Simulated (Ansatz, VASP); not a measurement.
# Te: VASP beside Ansatz

File INCAR:

```
SYSTEM = Te
ALGO     = Normal         ! electronic algorithm
EDIFF    = 1E-7           ! SCF threshold, eV
ENCUT    = 520            ! plane-wave cutoff, eV
GGA      = RE             ! functional
ISIF     = 2              ! what is computed and relaxed
ISMEAR   = -1             ! smearing method
LASPH    = .True.         ! aspherical terms in the spheres
LCHARG   = .True.         ! write CHGCAR
LELF     = .True.         ! ELF
LREAL    = .False.        ! projectors in reciprocal space
LVHAR    = .True.       
LWAVE    = .False.        ! write WAVECAR
NBANDS   = 9              ! bands
NELM     = 60             ! most SCF steps
PREC     = Accurate       ! precision mode
SIGMA    = 0.1            ! smearing width, eV
```

File KPOINTS:

```
k-points
0
Gamma
  11 11 11
  0 0 0
```

File POSCAR:

```
Te
1.0
    3.2221093115      0.0000000000      0.0000000000
    0.0000000000      3.2221093115      0.0000000000
    0.0000000000      0.0000000000      3.2221093115
Te
1
Direct
    0.0000000000      0.0000000000      0.0000000000
```

Input for Ansatz:

```yaml
crystal:
  lattice:
    - [3.2221093115, 0.0, 0.0]
    - [0.0, 3.2221093115, 0.0]
    - [0.0, 0.0, 3.2221093115]
  atoms:
    - { symbol: Te, position: [0.0, 0.0, 0.0] }
hamiltonian:
  xc: revpbe
  pseudopotentials:
    kind: paw
    azcp:
      Te: "pseudopotentials/Te.paw.azcp"
basis:
  ecutwfc: 420
  fft_grid_basis: typed
kpoints:
  mp_grid: { grid: [11, 11, 11], shift: [0, 0, 0] }
magnetization:
  spin_polarized: false
scf:
  occupations: { method: fermi_dirac, width: 0.1 }
  lower_state_search: "off"
output:
  stress: true
```

Alike in both runs: task single point; functional revPBE; k mesh 11 × 11 × 11; occupations fermi-dirac, width 0.1 eV; no spin polarisation.

```csv
,VASP,Ansatz
version,VASP 6.6.1,Ansatz 0.2.0
potentials or method,"VASP PAW PBE potentials, release 64 (Te), cutoff 520 eV","plane waves (420 eV) with PAW, scalar-relativistic"
valence electrons in the cell,6,16
```

```csv
,VASP,Ansatz,Ansatz less VASP
pressure (GPa),-0.1,0.0,+0.06
```

VASP's potentials were made for PBE, not for revPBE. The functional is the same, so the differences come from potentials, cutoffs and numerics. VASP's potentials hold 6 valence electrons a cell and Ansatz's 16, so a difference there can come from the potentials and not from the codes.

Neither program's run includes spin-orbit coupling.
